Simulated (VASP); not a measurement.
# GaSb (dq5) (F-43m) in VASP: vibrations by perturbation theory with LDA

Aim: the vibrations by perturbation theory of GaSb (dq5) with LDA.

Program: VASP 6.6.1. These are calculated values, not measurements. Logs are shortened: lines on timing, memory, paths and dates and some standing lists are left out, and cuts for length are marked.

## 1. The cell of the first run

The structure is cubic, space group F-43m (No. 216). Conventional cell: a = 6.047 Å, b = 6.047 Å, c = 6.047 Å, α = 90.00°, β = 90.00°, γ = 90.00°. Ga (site symmetry -43m) has 4 Sb at 2.62 Å within 3.5 Å. Sb (site symmetry -43m) has 4 Ga at 2.62 Å within 3.5 Å.

## 2. Vibrations by perturbation theory, LDA

Contents of INCAR:

```
SYSTEM = GaSb
  PREC = Accurate
  ENCUT = 500
  EDIFF = 1E-8
  ISMEAR = 0
  SIGMA = 0.01
  LREAL = .FALSE.
  LASPH = .TRUE.
  NELM = 120
  ALGO = Normal
  ISIF = 2
  LWAVE = .FALSE.
  LCHARG = .FALSE.
  IBRION = 8
  NSW = 1
  GGA_COMPAT = .FALSE.
```

Contents of KPOINTS:

```
regular mesh
0
G
  8 8 8
  0 0 0
```

Contents of POSCAR:

```
GaSb
1.0
    0.0000000000      3.0234172919      3.0234172919
    3.0234172919      0.0000000000      3.0234172919
    3.0234172919      3.0234172919      0.0000000000
Ga Sb
1 1
Direct
    0.0000000000      0.0000000000      0.0000000000
    0.2500000000      0.2500000000      0.2500000000
```

Potentials or basis: VASP PAW LDA potentials, release 64 (Ga_d, Sb).

Launch:

```bash
$ cat potpaw_LDA.64/Ga_d/POTCAR potpaw_LDA.64/Sb/POTCAR > POTCAR
$ mpirun -np 1 vasp_std > vasp.out
```

OUTCAR:

```text
SYSTEM = GaSb
   PREC = Accurate
   ENCUT = 500
   EDIFF = 1E-8
   ISMEAR = 0
   LREAL = .FALSE.
   LASPH = .TRUE.
   NELM = 120
   ISIF = 2
   IBRION = 8
   NSW = 1

 ion  position               nearest neighbor table
   1  0.000  0.000  0.000-   2 2.62   2 2.62   2 2.62   2 2.62
   2  0.250  0.250  0.250-   1 2.62   1 2.62   1 2.62   1 2.62

  LATTYP: Found a face centered cubic cell.
 ALAT       =     6.0468345838

  Lattice vectors:

 A1 = (   0.0000000000,   3.0234172919,   3.0234172919)
 A2 = (   3.0234172919,   0.0000000000,   3.0234172919)
 A3 = (   3.0234172919,   3.0234172919,   0.0000000000)

Analysis of symmetry for initial positions (statically):
=====================================================================
 Subroutine PRICEL returns:
 Original cell was already a primitive cell.

 Routine SETGRP: Setting up the symmetry group for a
 face centered cubic supercell.

 Subroutine GETGRP returns: Found 24 space group operations
 (whereof 24 operations were pure point group operations)
 out of a pool of 48 trial point group operations.

The static configuration has the point symmetry T_d .

Analysis of symmetry for dynamics (positions and initial velocities):
=====================================================================
 Subroutine PRICEL returns:
 Original cell was already a primitive cell.

 Routine SETGRP: Setting up the symmetry group for a
 face centered cubic supercell.

 Subroutine GETGRP returns: Found 24 space group operations
 (whereof 24 operations were pure point group operations)
 out of a pool of 48 trial point group operations.

The dynamic configuration has the point symmetry T_d .

 Subroutine INISYM returns: Found 24 space group operations
 (whereof 24 operations are pure point group operations),
 and found     1 'primitive' translations

----------------------------------------------------------------------------------------
[... 544 lines left out ...]
  external PRESSURE =       2.2135464 kB  Pullay stress =       0.0000000 kB

 VOLUME and BASIS-vectors are now :
 -----------------------------------------------------------------------------
  energy-cutoff  :      500.00
  volume of cell :       55.27
      direct lattice vectors                 reciprocal lattice vectors
     0.000000000  3.023417292  3.023417292    -0.165375782  0.165375782  0.165375782
     3.023417292  0.000000000  3.023417292     0.165375782 -0.165375782  0.165375782
     3.023417292  3.023417292  0.000000000     0.165375782  0.165375782 -0.165375782

 POSITION                                       TOTAL-FORCE (eV/Angst)
 -----------------------------------------------------------------------------------
      0.00000      0.00000      0.00000         0.000000      0.000000      0.000000
      1.51171      1.51171      1.51171        -0.000000     -0.000000     -0.000000
 -----------------------------------------------------------------------------------
    total drift:                                0.000000      0.000000      0.000000

  FREE ENERGIE OF THE ION-ELECTRON SYSTEM (eV)
  ---------------------------------------------------
  free  energy   TOTEN  =        -8.6663199210 eV

  energy  without entropy=       -8.6663199210  energy(sigma->0) =       -8.66631992

[... ionic steps 2 to 3 ...]

--------------------------------------- Ionic step        4  -------------------------------------------

------------------------ aborting loop because EDIFF is reached ----------------------------------------

[... ionic steps 5 to 6 ...]

--------------------------------------- Ionic step        7  -------------------------------------------

 Free energy of the ion-electron system (eV)
  ---------------------------------------------------
  ---------------------------------------------------
  free energy    TOTEN  =        -0.02649549 eV

  energy without entropy =       -0.02649549

------------------------ aborting loop because EDIFF is reached ----------------------------------------

 INTERNAL STRAIN TENSOR  FOR ION    2  DIRECTION 1   (eV/Angst):
 -----------------------------------------------------------------------------
     0.01446  0.00000  0.00000
     0.00000 -0.00439 -7.07346
     0.00000 -7.07346 -0.00439

 INTERNAL STRAIN TENSOR FOR ION    2 for displacements in x,y,z  (eV/Angst):
          X           Y           Z          XY          YZ          ZX
  --------------------------------------------------------------------------------
  x     0.00000    -0.00000    -0.00000     0.00000    -7.07346     0.00000
  y     0.00000     0.00000     0.00000     0.00000     0.00000    -7.07346
  z    -0.00000    -0.00000     0.00000    -7.07346     0.00000     0.00000

 SECOND DERIVATIVES (NOT SYMMETRIZED)
 ------------------------------------
               1X          1Y          1Z          2X          2Y          2Z
  1X    -8.457828    0.000000    0.000000    8.457828    0.000000    0.000000
  1Y     0.000000   -8.457828    0.000000    0.000000    8.457828    0.000000
  1Z     0.000000    0.000000   -8.457828    0.000000    0.000000    8.457828
  2X     8.524730    0.000000    0.000000   -8.524730    0.000000    0.000000
  2Y     0.000000    8.524730    0.000000    0.000000   -8.524730    0.000000
  2Z     0.000000    0.000000    8.524730    0.000000    0.000000   -8.524730

 Eigenvectors and eigenvalues of the dynamical matrix
 ----------------------------------------------------

   1 f  =    6.838121 THz    42.965179 2PiTHz  228.095154 cm-1    28.280182 meV
             X         Y         Z           dx          dy          dz
      0.000000  0.000000  0.000000     0.000000    0.796262    0.000000
      1.511709  1.511709  1.511709     0.000000   -0.604952    0.000000
[... 21 lines left out ...]
   6 f/i=    0.012976 THz     0.081532 2PiTHz    0.432842 cm-1     0.053666 meV
             X         Y         Z           dx          dy          dz
      0.000000  0.000000  0.000000     0.000000    0.000000   -0.604952
      1.511709  1.511709  1.511709     0.000000    0.000000   -0.796262

--------------------------------------------------------------------------------------------------------

 ELASTIC MODULI CONTR FROM IONIC RELAXATION (kBar)
 Direction    XX          YY          ZZ          XY          YZ          ZX
 --------------------------------------------------------------------------------
 XX          -0.0000      0.0000      0.0000     -0.0000      0.0000     -0.0000
 YY           0.0000     -0.0000     -0.0000     -0.0000     -0.0000     -0.0000
 ZZ           0.0000     -0.0000     -0.0000      0.0000     -0.0000     -0.0000
 XY          -0.0000     -0.0000      0.0000   -173.5312     -0.0000     -0.0000
 YZ           0.0000     -0.0000     -0.0000     -0.0000   -173.5312     -0.0000
 ZX          -0.0000     -0.0000     -0.0000     -0.0000     -0.0000   -173.5312
 --------------------------------------------------------------------------------
```

OSZICAR:

```text
N       E                     dE             d eps       ncg     rms          rms(c)
DAV:   1     0.775807306727E+02    0.77581E+02   -0.86061E+03   762   0.170E+03
DAV:   2    -0.322594889803E+01   -0.80807E+02   -0.78690E+02   864   0.310E+02
[... 44 lines left out ...]
RMM:   5    -0.265038493666E-01   -0.88141E-05   -0.48198E-06  5027   0.192E-02    0.316E-03
RMM:   6    -0.264971942455E-01    0.66551E-05   -0.27561E-06  4868   0.551E-03    0.730E-04
RMM:   7    -0.264961005551E-01    0.10937E-05   -0.45304E-07  4941   0.164E-03    0.332E-04
RMM:   8    -0.264954465514E-01    0.65400E-06   -0.93799E-08  4868   0.616E-04    0.654E-05
RMM:   9    -0.264954808146E-01   -0.34263E-07    0.18793E-08  4885   0.197E-04    0.250E-05
RMM:  10    -0.264954952779E-01   -0.14463E-07   -0.74007E-09  4774   0.683E-05    0.279E-06
RMM:  11    -0.264954877907E-01    0.74872E-08    0.87667E-11  4990   0.230E-05    0.229E-06
 Linear response finished
```

It took 2.6 min on 1 thread of Intel Xeon Platinum 8488C (Sapphire Rapids), shared host; peak memory 0.31 GiB.

What came out:

```yaml
Highest_phonon_frequency_at_Γ_LO-TO_splitting_left_out: 228 cm⁻¹
```

Phonon frequencies in cm⁻¹ (negative: imaginary):
| q point | frequencies |
| --- | --- |
| (0.000, 0.000, 0.000) | 0 0 0 228 228 228 |

Caveat: spin-orbit coupling is left out, which moves the levels of the heavy elements.
